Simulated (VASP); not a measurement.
Here is a VASP 6.6.1 calculation.

File INCAR:

```
SYSTEM = NbRu
PREC = Accurate ; ENCUT = 520
EDIFF = 1E-6 ; ISMEAR = -1
SIGMA = 0.03 ; LREAL = .FALSE.
LASPH = .TRUE. ; NELM = 100
ALGO = Normal ; ISIF = 2
LWAVE = .FALSE. ; LCHARG = .FALSE.
GGA = PS ; NBANDS = 20
```

KPOINTS

```
Automatic mesh
0
G
  11 11 11
  0 0 0
```

Contents of POSCAR:

```
NbRu
1.0
    3.1840000000      0.0318400000      0.0318400000
    0.0318400000      3.1840000000      0.0318400000
    0.0318400000      0.0318400000      3.1840000000
Nb Ru
1 1
Direct
    0.0000000000      0.0000000000      0.0000000000
    0.5000000000      0.5000000000      0.5000000000
```

Potentials or basis: VASP PAW PBE potentials, release 64 (Nb_sv, Ru_pv).

Command:

```console
$ cat potpaw_PBE.64/Nb_sv/POTCAR potpaw_PBE.64/Ru_pv/POTCAR > POTCAR
$ mpirun -np 1 vasp_std > vasp.out
```

Problem. Estimate the pressure.

Solution. -10.0 GPa.

Stress tensor (GPa, compression positive):
```
-10.01  -1.09  -1.09
 -1.09 -10.01  -1.09
 -1.09  -1.09 -10.01
```

Caveat: the cell differs from its parent crystal (equal xy, yz and zx shear strains of +2 %); the PAW data sets were made with another functional, which shifts forces and pressure a little.
